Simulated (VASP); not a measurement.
# Sb (P6_3/mmc) in VASP: a series of runs, part 2 of 2

VASP 6.6.1. Earlier steps stand in the parts before.

### Step 4. Single point, HSE06

This run uses another cell than the first one, of 26.65 Å³/atom, 1.064 times its volume.

The input, POSCAR:

```
Sb
1.0
    3.3545324186      0.0000000000      0.0000000000
   -1.6772662093      2.9051102923      0.0000000000
    0.0000000000      0.0000000000      5.4701606500
Sb
2
Direct
    0.6666666667      0.3333333333      0.7500000000
    0.3333333333      0.6666666667      0.2500000000
```

The input, INCAR.step1:

```
SYSTEM = Sb
ALGO = Normal ; EDIFF = 1E-5
ENCUT = 520 ; GGA = PE
ISIF = 2 ; ISMEAR = -1
LASPH = .True. ; LCHARG = .False.
LREAL = .False. ; LWAVE = .True.
NBANDS = 12 ; NELM = 100
PREC = Accurate ; SIGMA = 0.05
```

The input, INCAR.step2:

```
SYSTEM = Sb
ALGO = Normal ; EDIFF = 1E-6
ENCUT = 520 ; GGA = PE
HFSCREEN = 0.2079 ; ISIF = 2
ISMEAR = -1 ; ISTART = 1
LASPH = .True. ; LCHARG = .False.
LHFCALC = .True. ; LREAL = .False.
LWAVE = .False. ; NBANDS = 12
NELM = 100 ; PREC = Accurate
PRECFOCK = Normal ; SIGMA = 0.05
```

The input, KPOINTS:

```
k-points
0
Gamma
  6 6 4
  0 0 0
```

Potentials or basis: VASP PAW PBE potentials, release 64 (Sb).

Launch:

```console
$ cat potpaw_PBE.64/Sb/POTCAR > POTCAR
$ cp INCAR.step1 INCAR
$ mpirun -np 1 vasp_std > vasp.out
$ cp INCAR.step2 INCAR
$ mpirun -np 1 vasp_std > vasp.out
```

OUTCAR:

```text
SYSTEM = Sb
   EDIFF = 1E-6
   ENCUT = 520
   GGA = PE
   HFSCREEN = 0.2079
   ISIF = 2
   ISMEAR = -1
   ISTART = 1
   LASPH = .True.
   LHFCALC = .True.
   LREAL = .False.
   NELM = 100
   PREC = Accurate
   PRECFOCK = Normal

 ion  position               nearest neighbor table
   1  0.667  0.333  0.750-   2 3.35   2 3.35   2 3.35   2 3.35   2 3.35   2 3.35
   2  0.333  0.667  0.250-   1 3.35   1 3.35   1 3.35   1 3.35   1 3.35   1 3.35

  LATTYP: Found a hexagonal cell.
 ALAT       =     3.3545324186
 C/A-ratio  =     1.6306775334

  Lattice vectors:

 A1 = (   3.3545324186,   0.0000000000,   0.0000000000)
 A2 = (  -1.6772662093,   2.9051102923,   0.0000000000)
 A3 = (   0.0000000000,   0.0000000000,   5.4701606500)

Analysis of symmetry for initial positions (statically):
=====================================================================
 Subroutine PRICEL returns:
 Original cell was already a primitive cell.

 Routine SETGRP: Setting up the symmetry group for a
 hexagonal supercell.

 Subroutine GETGRP returns: Found 24 space group operations
 (whereof 12 operations were pure point group operations)
 out of a pool of 24 trial point group operations.

The static configuration has the point symmetry D_3d.
 The point group associated with its full space group is D_6h.

Analysis of symmetry for dynamics (positions and initial velocities):
=====================================================================
 Subroutine PRICEL returns:
 Original cell was already a primitive cell.

 Routine SETGRP: Setting up the symmetry group for a
 hexagonal supercell.

 Subroutine GETGRP returns: Found 24 space group operations
 (whereof 12 operations were pure point group operations)
 out of a pool of 24 trial point group operations.

The dynamic configuration has the point symmetry D_3d.
 The point group associated with its full space group is D_6h.
[... 127 lines left out ...]
   AEXX    =    0.2500 exact exchange contribution
   HFSCREEN=    0.2079 screening length (either q_TF or 0.3 A-1)
   HFSCREENC=   0.2079 screening length for correlation (either q_TF or 0.3 A-1)
   ENCUTFOCK=  -1.0 apply spherical cutoff to Coloumb kernel
   IVDW    =     0    specifies the selected vdW correction
   LEPSILON=     F    determine dielectric tensor
   LRPA    =     F    only Hartree local field effects (RPA)
 non-spin polarized calculation
  energy-cutoff  :      520.00
  volume of cell :       53.31
 maximum number of plane-waves:      1454
 NGX is ok and might be reduce to    28
  NGX = 20; NGY = 20; NGZ = 32

 number of electron      10.0000000 magnetization

 Free energy of the ion-electron system (eV)
  ---------------------------------------------------
  ext. energy  EPLUGINS =         0.00000000
  ---------------------------------------------------
  free energy    TOTEN  =        -9.51345211 eV

  energy without entropy =       -9.51065330  energy(sigma->0) =       -9.51205270

 E-fermi :   8.7063     XC(G=0):  -8.5317

 val. band max:        8.3951653606   @ k =   0.5000   0.0000   0.0000
 cond. band min:       8.8458398242   @ k =   0.1667   0.1667   0.5000
 fundamental gap:      0.4506744636
 Fermi energy:         8.7063414002

 k-point     1 :       0.0000    0.0000    0.0000
  band No.  band energies     occupation
      1      -5.9874      2.00000
      2      -1.7008      2.00000
      3       1.8136      2.00000
      4      12.6523      0.00000
      5      12.6523      0.00000
      6      14.4264      0.00000
      7      14.4264      0.00000
      8      14.7079      0.00000
      9      16.8987      0.00000
     10      18.1722      0.00000
     11      19.1920      0.00000
     12      19.1920      0.00000
[... 286 lines left out ...]
 k-point    21 :       0.3333    0.3333    0.5000
  band No.  band energies     occupation
      1      -0.1605      2.00000
      2      -0.1605      2.00000
      3       3.6188      2.00000
      4       3.6188      2.00000
      5       4.7995      2.00000
      6       4.7995      2.00000
      7      11.9966      0.00000
      8      11.9966      0.00000
      9      16.5683      0.00000
     10      16.5683      0.00000
     11      17.1044      0.00000
     12      17.1044      0.00000

------------------------ aborting loop because EDIFF is reached ----------------------------------------

  FORCE on cell =-STRESS in cart. coord.  units (eV):
  Direction    XX          YY          ZZ          XY          YZ          ZX
  --------------------------------------------------------------------------------------
  -------------------------------------------------------------------------------------
  Total       -1.1936517     -1.1936517      0.8679285      0.0000000     -0.0000000      0.0000000
  in kB      -35.8751314    -35.8751314     26.0855396      0.0000000     -0.0000000      0.0000000
  external PRESSURE =     -15.2215744 kB  Pullay stress =       0.0000000 kB

 VOLUME and BASIS-vectors are now :
 -----------------------------------------------------------------------------
  energy-cutoff  :      520.00
  volume of cell :       53.31
      direct lattice vectors                 reciprocal lattice vectors
     3.354532419  0.000000000  0.000000000     0.298104139  0.172110505  0.000000000
    -1.677266209  2.905110292  0.000000000     0.000000000  0.344221010  0.000000000
     0.000000000  0.000000000  5.470160650     0.000000000  0.000000000  0.182809987

 POSITION                                       TOTAL-FORCE (eV/Angst)
 -----------------------------------------------------------------------------------
      1.67727      0.96837      4.10262        -0.000000      0.000000      0.000000
     -0.00000      1.93674      1.36754         0.000000     -0.000000      0.000000
 -----------------------------------------------------------------------------------
    total drift:                                0.000000      0.000000      0.000000

  FREE ENERGIE OF THE ION-ELECTRON SYSTEM (eV)
  ---------------------------------------------------
  free  energy   TOTEN  =        -9.5134521052 eV

  energy  without entropy=       -9.5106532971  energy(sigma->0) =       -9.51205270
```

OUTCAR.step1:

```text
SYSTEM = Sb
   EDIFF = 1E-5
   ENCUT = 520
   GGA = PE
   ISIF = 2
   ISMEAR = -1
   LASPH = .True.
[... 533 lines left out ...]
      1.67727      0.96837      4.10262         0.000000     -0.000000      0.000000
     -0.00000      1.93674      1.36754        -0.000000      0.000000      0.000000
 -----------------------------------------------------------------------------------
    total drift:                                0.000000     -0.000000      0.000000

  FREE ENERGIE OF THE ION-ELECTRON SYSTEM (eV)
  ---------------------------------------------------
  free  energy   TOTEN  =        -7.8285640838 eV

  energy  without entropy=       -7.8256731115  energy(sigma->0) =       -7.82711860
```

Wall time 20 min (1 thread of Intel Xeon Platinum 8488C (Sapphire Rapids), shared host); peak memory 0.29 GiB.

Results:

* Free energy: -9.5135 eV
* Pressure: -1.5 GPa
* Band gap on the k mesh: zero (band 5 reaches 13.55 eV, above the bottom of band 6 at 4.80 eV)

Caveat: the k points lie up to 0.36 Å⁻¹ apart; the PAW data sets were made with another functional, which shifts forces and pressure a little; spin-orbit coupling is left out, which moves the levels of the heavy elements.

### Step 5. Summary

```tsv
level	cell	k mesh	grid for exact exchange (PRECFOCK)	screening parameter	gap on the mesh (eV)	pressure (GPa)
r2SCAN	a = 3.286, b = 3.286, c = 5.358 Å, angles 90.0, 90.0, 120.0°, 2 atoms	9 × 9 × 5	-	-	none	5.2
r2SCAN	a = 3.309, b = 3.309, c = 5.396 Å, angles 90.0, 90.0, 120.0°, 2 atoms	9 × 9 × 5	-	-	none	3.5
HSE06	a = 3.355, b = 3.355, c = 5.470 Å, angles 90.0, 90.0, 120.0°, 2 atoms	6 × 6 × 4	Normal	0.2079 1/Å	none	-1.5
```

Alike in all rows: task single point; potentials or basis VASP PAW PBE potentials, release 64 (Sb); no spin polarisation; cutoff (eV) 520; smearing fermi-dirac 0.05 eV.

Caveats: some runs use coarse meshes; the PAW data sets were made with another functional, which shifts forces and pressure a little; spin-orbit coupling is left out, which moves the levels of the heavy elements.

Total energies depend on the potentials used, so only differences within one code and one set of settings carry meaning.
